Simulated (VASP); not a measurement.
# Cd3HgSe4 (I-42m) in VASP: a series of runs

The runs below take Cd3HgSe4 through single point, with PBE.

Everything below comes from runs of VASP 6.6.1. Logs are shortened: lines on timing, memory, paths and dates and some standing lists are left out, and cuts for length are marked.

## 1. The cell of the first run

It takes space group I-42m (No. 121, tetragonal). Conventional cell: a = 6.212 Å, b = 6.212 Å, c = 12.426 Å, α = 90.00°, β = 90.00°, γ = 90.00°. Cd (site symmetry -42m) has 4 Se at 2.68 Å within 3.5 Å. Cd (site symmetry -4) has 4 Se at 2.68 Å within 3.5 Å. Hg (site symmetry -42m) has 4 Se at 2.71 Å within 3.6 Å. Within 3.5 Å of Se (site symmetry m) lie 3 Cd at 2.68 Å and 1 Hg at 2.71 Å.

## 2. Single point, PBE

Contents of INCAR:

```
SYSTEM = Cd3HgSe4
ALGO     = Normal         ! electronic algorithm
EDIFF    = 1E-6           ! SCF threshold, eV
ENCUT    = 520            ! plane-wave cutoff, eV
GGA      = PE             ! functional
ISIF     = 2              ! what is computed and relaxed
ISMEAR   = 0              ! smearing method
LASPH    = .TRUE.         ! aspherical terms in the spheres
LCHARG   = .TRUE.         ! write CHGCAR
LELF     = .TRUE.         ! ELF
LREAL    = .FALSE.        ! projectors in reciprocal space
LVHAR    = .TRUE.       
LWAVE    = .FALSE.        ! write WAVECAR
NBANDS   = 46             ! bands
NELM     = 100            ! most SCF steps
PREC     = Accurate       ! precision mode
SIGMA    = 0.01           ! smearing width, eV
```

Contents of KPOINTS:

```
k-points
0
G
  8 8 8
  0 0 0
```

Contents of POSCAR:

```
Cd3HgSe4
1.0
   -3.1058282083      3.1058282083      6.2128345755
    3.1058282083     -3.1058282083      6.2128345755
    3.1058282083      3.1058282083     -6.2128345755
Cd Hg Se
3 1 4
Direct
    0.5000000000      0.5000000000      0.0000000000
    0.2500000000      0.7500000000      0.5000000000
    0.7500000000      0.2500000000      0.5000000000
    0.0000000000      0.0000000000      0.0000000000
    0.8740334886      0.8740334886      0.4962751213
    0.3777583672      0.3777583672      0.5037248787
    0.1259665114      0.6222416328      0.0000000000
    0.6222416328      0.1259665114      0.0000000000
```

Potentials or basis: VASP PAW PBE potentials, release 64 (Cd, Hg, Se).

Launch:

```bash
$ cat potpaw_PBE.64/Cd/POTCAR potpaw_PBE.64/Hg/POTCAR potpaw_PBE.64/Se/POTCAR > POTCAR
$ mpirun -np 1 vasp_std > vasp.out
```

OUTCAR:

```text
SYSTEM = Cd3HgSe4
   EDIFF = 1E-6
   ENCUT = 520
   GGA = PE
   ISIF = 2
   ISMEAR = 0
   LASPH = .TRUE.
   LREAL = .FALSE.
   NELM = 100
   PREC = Accurate

 ion  position               nearest neighbor table
   1  0.500  0.500  0.000-   6 2.68   7 2.68   8 2.68   5 2.68
   2  0.250  0.750  0.500-   5 2.68   8 2.68   7 2.68   6 2.68
   3  0.750  0.250  0.500-   5 2.68   7 2.68   8 2.68   6 2.68
   4  0.000  0.000  0.000-   6 2.71   7 2.71   8 2.71   5 2.71
   5  0.874  0.874  0.496-   1 2.68   2 2.68   3 2.68   4 2.71
   6  0.378  0.378  0.504-   1 2.68   2 2.68   3 2.68   4 2.71
   7  0.126  0.622  0.000-   1 2.68   2 2.68   3 2.68   4 2.71
   8  0.622  0.126  0.000-   1 2.68   3 2.68   2 2.68   4 2.71

  LATTYP: Found a body centered tetragonal cell.
 ALAT       =     6.2116564166
 C/A-ratio  =     2.0003793381

  Lattice vectors:

 A1 = (  -3.1058282083,   3.1058282083,   6.2128345755)
 A2 = (   3.1058282083,  -3.1058282083,   6.2128345755)
 A3 = (   3.1058282083,   3.1058282083,  -6.2128345755)

Analysis of symmetry for initial positions (statically):
=====================================================================
 Subroutine PRICEL returns:
 Original cell was already a primitive cell.

 Routine SETGRP: Setting up the symmetry group for a
 body centered tetragonal supercell.

 Subroutine GETGRP returns: Found  8 space group operations
 (whereof  8 operations were pure point group operations)
 out of a pool of 16 trial point group operations.

The static configuration has the point symmetry D_2d.

Analysis of symmetry for dynamics (positions and initial velocities):
=====================================================================
 Subroutine PRICEL returns:
 Original cell was already a primitive cell.

 Routine SETGRP: Setting up the symmetry group for a
 body centered tetragonal supercell.

 Subroutine GETGRP returns: Found  8 space group operations
 (whereof  8 operations were pure point group operations)
 out of a pool of 16 trial point group operations.

The dynamic configuration has the point symmetry D_2d.

 Subroutine INISYM returns: Found  8 space group operations
 (whereof  8 operations are pure point group operations),
 and found     1 'primitive' translations

----------------------------------------------------------------------------------------

                                     Primitive cell

  volume of cell :     239.7202

  direct lattice vectors                    reciprocal lattice vectors
    -3.105828208  3.105828208  6.212834575     0.000000000  0.160987655  0.080478563
     3.105828208 -3.105828208  6.212834575     0.160987655  0.000000000  0.080478563
     3.105828208  3.105828208 -6.212834575     0.160987655  0.160987655  0.000000000

  length of vectors
     7.608656332  7.608656332  7.608656332     0.179982844  0.179982844  0.227670925

  position of ions in fractional coordinates (direct lattice)
     0.500000000  0.500000000  0.000000000
     0.250000000  0.750000000  0.500000000
     0.750000000  0.250000000  0.500000000
     0.000000000  0.000000000  0.000000000
     0.874033489  0.874033489  0.496275121
     0.377758367  0.377758367  0.503724879
     0.125966511  0.622241633  0.000000000
     0.622241633  0.125966511  0.000000000

  ion indices of the primitive-cell ions
   primitive index   ion index
                 1           1
                 2           2
                 3           3
                 4           4
                 5           5
                 6           6
                 7           7
                 8           8

----------------------------------------------------------------------------------------

 KPOINTS: k-points

Automatic generation of k-mesh.
 Grid dimensions read from file:
 generate k-points for:    8    8    8

 Generating k-lattice:

  Cartesian coordinates                     Fractional coordinates (reciprocal lattice)
     0.000000000  0.020123457  0.010059820     0.125000000  0.000000000  0.000000000
     0.020123457  0.000000000  0.010059820     0.000000000  0.125000000  0.000000000
     0.020123457  0.020123457  0.000000000     0.000000000  0.000000000  0.125000000

  Length of vectors
     0.022497856  0.022497856  0.028458866

  Shift w.r.t. Gamma in fractional coordinates (k-lattice)
     0.000000000  0.000000000  0.000000000

 Subroutine IBZKPT returns following result:
 ===========================================

 Found     59 irreducible k-points:

 Following reciprocal coordinates:
            Coordinates               Weight
  0.000000  0.000000  0.000000      1.000000
  0.125000  0.000000  0.000000      8.000000
  0.250000  0.000000  0.000000      8.000000
  0.375000  0.000000 -0.000000      8.000000
  0.500000  0.000000  0.000000      4.000000
  0.125000  0.125000  0.000000      8.000000
[... 16 lines left out ...]
  0.250000  0.125000  0.125000     16.000000
  0.375000  0.125000  0.125000      8.000000
 [... further k-points ...]
   k-points           NKPTS =     59   k-points in BZ     NKDIM =     59   number of bands    NBANDS=     46
   number of dos      NEDOS =    301   number of ions     NIONS =      8
   total plane-waves  NPLWV = 216000
   dimension x,y,z NGX =    60 NGY =   60 NGZ =   60
   dimension x,y,z NGXF=   120 NGYF=  120 NGZF=  120
   ions per type =               3   1   4
   NGX,Y,Z   is equivalent  to a cutoff of  13.11, 13.11, 13.11 a.u.
   NGXF,Y,Z  is equivalent  to a cutoff of  26.22, 26.22, 26.22 a.u.
 SYSTEM =  Cd3HgSe4
   PREC   = accura    normal or accurate (medium, high low for compatibility)
   ISTART =      0    job   : 0-new  1-cont  2-samecut
   ICHARG =      2    charge: 1-file 2-atom 10-const
   ISPIN  =      1    spin polarized calculation?
   LNONCOLLINEAR =      F non collinear calculations
   LSORBIT =      F    spin-orbit coupling
   LASPH  =      T    aspherical Exc in radial PAW
   ENCUT  =  520.0 eV  38.22 Ry    6.18 a.u.  14.15 14.15 14.15*2*pi/ulx,y,z
   NELM   =    100;   NELMIN=  2; NELMDL= -5     # of ELM steps
   EDIFF  = 0.1E-05   stopping-criterion for ELM
   LREAL  =      F    real-space projection
   EDIFFG = 0.1E-04   stopping-criterion for IOM
   NSW    =      0    number of steps for IOM
   IBRION =     -1    ionic relax: 0-MD 1-quasi-New 2-CG
   NFREE  =      0    steps in history (QN), initial steepest desc. (CG)
   ISIF   =      2    stress and relaxation
   ISYM   =      2    0-nonsym 1-usesym 2-fastsym
   POTIM  = 0.5000    time-step for ionic-motion
   TEBEG  =    0.0;   TEEND  =   0.0 temperature during run
   PSTRESS=    0.0 pullay stress
   NELECT =      72.0000    total number of electrons
   NUPDOWN=      -1.0000    fix difference up-down
   EMIN   =  10.00;   EMAX   =-10.00  energy-range for DOS
   EFERMI =   0.00;   METHOD = LEGACY
   ISMEAR =     0;   SIGMA  =   0.01  broadening in eV -4-tet -1-fermi 0-gaus
   EFERMI_NEDOS =   21; number of points for ismear=-14 and -15
   IALGO  =     38    algorithm
   IMIX   =      4    mixing-type and parameters
     AMIX     =   0.40;   BMIX     =  1.00
     AMIX_MAG =   1.60;   BMIX_MAG =  1.00
  volume/ion in A,a.u.               =      29.97       202.21
  Fermi-wavevector in a.u.,A,eV,Ry     =   1.096354  2.071809 16.354094  1.201992
  Thomas-Fermi vector in A             =   2.232694
   LORBIT       =      0    0 simple, 1 ext, 2 COOP (PROOUT), +10 PAW based schemes
   GGA     = PE    functional components
   LHFCALC =     F    Hartree Fock is set to
   AEXX    =    0.0000 exact exchange contribution
   IVDW    =     0    specifies the selected vdW correction
   LEPSILON=     F    determine dielectric tensor
   LRPA    =     F    only Hartree local field effects (RPA)
 non-spin polarized calculation
 Gauss-broadening in eV      SIGMA  =   0.01
  energy-cutoff  :      520.00
  volume of cell :      239.72
 maximum number of plane-waves:      6499
 NGX is ok and might be reduce to    60
   NGX = 29   NGY = 29   NGZ = 29

 number of electron      72.0000006 magnetization

 Free energy of the ion-electron system (eV)
  ---------------------------------------------------
  ext. energy  EPLUGINS =         0.00000000
  ---------------------------------------------------
  free energy    TOTEN  =       -20.56455199 eV

  energy without entropy =      -20.56455199  energy(sigma->0) =      -20.56455199

 E-fermi :   0.6898     XC(G=0):  -8.6391

 val. band max:        0.6300778777   @ k =   0.0000   0.0000   0.0000
 cond. band min:       0.7349589256   @ k =   0.0000   0.0000   0.0000
 fundamental gap:      0.1048810479
 Fermi energy:         0.6897587864

 k-point     1 :       0.0000    0.0000    0.0000
  band No.  band energies     occupation
      1     -11.8202      2.00000
      2     -11.3693      2.00000
      3     -11.3693      2.00000
      4     -11.3689      2.00000
      5      -7.1841      2.00000
      6      -7.1841      2.00000
[... 38 lines left out ...]
     45       6.4670      0.00000
     46       6.4704      0.00000

 k-point     2 :       0.1250    0.0000    0.0000
  band No.  band energies     occupation
      1     -11.7992      2.00000
      2     -11.3794      2.00000
      3     -11.3761      2.00000
      4     -11.3730      2.00000
      5      -7.1794      2.00000
      6      -7.1780      2.00000
[... 38 lines left out ...]
     45       6.5676      0.00000
     46       6.6147      0.00000

 k-point     3 :       0.2500    0.0000    0.0000
  band No.  band energies     occupation
      1     -11.7406      2.00000
      2     -11.4145      2.00000
      3     -11.3894      2.00000
      4     -11.3833      2.00000
      5      -7.1693      2.00000
      6      -7.1629      2.00000
[... 38 lines left out ...]
     45       6.8472      0.00000
     46       6.8561      0.00000

 k-point     4 :       0.3750    0.0000   -0.0000
  band No.  band energies     occupation
      1     -11.6564      2.00000
      2     -11.4767      2.00000
      3     -11.4004      2.00000
      4     -11.3941      2.00000
      5      -7.1548      2.00000
      6      -7.1438      2.00000
[... 920 lines left out ...]
     45       6.8435      0.00000
     46       7.0189      0.00000

 k-point    23 :       0.2500    0.1250    0.1250
  band No.  band energies     occupation
      1     -11.6158      2.00000
      2     -11.4706      2.00000
      3     -11.4289      2.00000
      4     -11.4084      2.00000
      5      -7.1532      2.00000
      6      -7.1489      2.00000
[... 38 lines left out ...]
     45       7.0425      0.00000
     46       7.2223      0.00000

 k-point    24 :       0.3750    0.1250    0.1250
  band No.  band energies     occupation
      1     -11.5491      2.00000
      2     -11.5270      2.00000
      3     -11.4270      2.00000
      4     -11.4199      2.00000
      5      -7.1463      2.00000
      6      -7.1402      2.00000
[... 38 lines left out ...]
     45       7.1504      0.00000
     46       7.1798      0.00000

 [... further k-points ...]
[... 5 lines left out ...]
  --------------------------------------------------------------------------------------
  -------------------------------------------------------------------------------------
  Total        0.3485651      0.3485651      0.3499579      0.0000000      0.0000000      0.0000000
  in kB        2.3296457      2.3296457      2.3389542      0.0000000      0.0000000      0.0000000
  external PRESSURE =       2.3327485 kB  Pullay stress =       0.0000000 kB

 VOLUME and BASIS-vectors are now :
 -----------------------------------------------------------------------------
  energy-cutoff  :      520.00
  volume of cell :      239.72
      direct lattice vectors                 reciprocal lattice vectors
    -3.105828208  3.105828208  6.212834575     0.000000000  0.160987655  0.080478563
     3.105828208 -3.105828208  6.212834575     0.160987655  0.000000000  0.080478563
     3.105828208  3.105828208 -6.212834575     0.160987655  0.160987655  0.000000000

 POSITION                                       TOTAL-FORCE (eV/Angst)
 -----------------------------------------------------------------------------------
      0.00000      0.00000      6.21283        -0.000000      0.000000     -0.000000
      3.10583      0.00000      3.10642         0.000000      0.000000      0.000000
      0.00000      3.10583      3.10642         0.000000      0.000000      0.000000
      0.00000      0.00000      0.00000         0.000000      0.000000      0.000000
      1.54135      1.54135      7.77718         0.000629      0.000629     -0.001223
      1.56448      1.56448      1.56434        -0.000629     -0.000629     -0.001223
      1.54135     -1.54135      4.64849         0.000629     -0.000629      0.001223
     -1.54135      1.54135      4.64849        -0.000629      0.000629      0.001223
 -----------------------------------------------------------------------------------
    total drift:                               -0.000005     -0.000005     -0.000005

  FREE ENERGIE OF THE ION-ELECTRON SYSTEM (eV)
  ---------------------------------------------------
  free  energy   TOTEN  =       -20.5645519855 eV

  energy  without entropy=      -20.5645519855  energy(sigma->0) =      -20.56455199
```

Wall time 13 min (1 thread of Intel Xeon Platinum 8259CL at 2.50GHz (Skylake/Cascade Lake), shared host); peak memory 0.87 GiB.

Results:

```yaml
Free_energy: -20.5646 eV
Pressure: 0.2 GPa
Band_gap_on_the_k_mesh: 0.10 eV
```

Levels at points of the mesh, in eV from the valence-band top:
| k point | band 34 | band 35 | band 36 | band 37 | band 38 | band 39 |
| --- | --- | --- | --- | --- | --- | --- |
| (0.00, 0.00, 0.00) | 0.00 | 0.00 | 0.00 | 0.10 | 3.23 | 3.29 |
| (0.50, 0.00, 0.00) | -1.26 | -0.79 | -0.66 | 2.63 | 3.16 | 3.89 |
| (0.50, 0.50, 0.00) | -0.68 | -0.64 | -0.62 | 1.65 | 2.24 | 3.23 |
| (0.50, 0.50, 0.50) | -1.04 | -0.88 | -0.88 | 2.46 | 3.02 | 3.23 |

Caveat: spin-orbit coupling is left out, which moves the levels of the heavy elements.

(Part 1 of 2 ends here.)
